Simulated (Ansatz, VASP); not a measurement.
# Two plane-wave programs on Be

File POSCAR:

```
Be
1.0
   -1.2531209500      1.2531209500      1.2531209500
    1.2531209500     -1.2531209500      1.2531209500
    1.2531209500      1.2531209500     -1.2531209500
Be
1
Direct
    0.0000000000      0.0000000000      0.0000000000
```

The input INCAR.step1:

```
PREC = Accurate
ENCUT = 520
EDIFF = 1E-5
ISMEAR = -1
SIGMA = 0.01
LREAL = False
LASPH = True
NELM = 120
ALGO = Normal
ISIF = 2
LWAVE = True
LCHARG = False
GGA = PE
NBANDS = 7
GGA_COMPAT = False
```

The input INCAR.step2:

```
PREC = Accurate
ENCUT = 520
EDIFF = 1E-6
ISMEAR = -1
SIGMA = 0.01
LREAL = False
LASPH = True
NELM = 120
ALGO = Normal
ISIF = 2
LWAVE = False
LCHARG = False
GGA = PE
LHFCALC = True
AEXX = 0.25
PRECFOCK = Normal
IVDW = 13
ISTART = 1
NBANDS = 7
GGA_COMPAT = False
```

Contents of KPOINTS:

```
Automatic mesh
0
Gamma
  11 11 11
```

Contents of input.yaml:

```yaml
crystal:
  lattice: { a: 2.5062419, b: 2.5062419, c: 2.5062419, alpha: 90.0, beta: 90.0, gamma: 90.0 }
  space_group: 229
  reduce_to_primitive: true
  atoms:
    - { symbol: Be, wyckoff: "2a", position: [0.0, 0.0, 0.0] }
hamiltonian:
  xc: pbe0
  pseudopotentials: { kind: paw, level: accurate }
  dispersion: d4
kpoints:
  mp_grid: { grid: [11, 11, 11] }
scf:
  occupations: { method: fermi_dirac, width: 0.01 }
output:
  forces: true
  stress: true
  eigenvalues: true
  write_density: true
  write_potential: true
  elf: true
  volumetric_format: npy
```

Alike in both runs: task single point; functional PBE0; dispersion D4; k mesh 11 × 11 × 11; occupations fermi-dirac, width 0.01 eV; no spin polarisation.

```csv
,VASP,Ansatz
version,VASP 6.6.1,Ansatz 0.2.0
potentials or method,"VASP PAW PBE potentials, release 64 (Be)",Ansatz PAW earlier set
plane-wave cutoff (eV),520,1007
valence electrons in the cell,2,4
```

|  | VASP | Ansatz | Ansatz less VASP |
| --- | --- | --- | --- |
| gap on the k mesh at the Fermi level (eV) | none | none | - |
| pressure (GPa) | -3.8 | -3.8 | 0.00 |

A gap of «none» marks a metal or a gap that the smearing closes. VASP's potentials hold 2 valence electrons a cell and Ansatz's 4, so a difference there can come from the potentials and not from the codes.
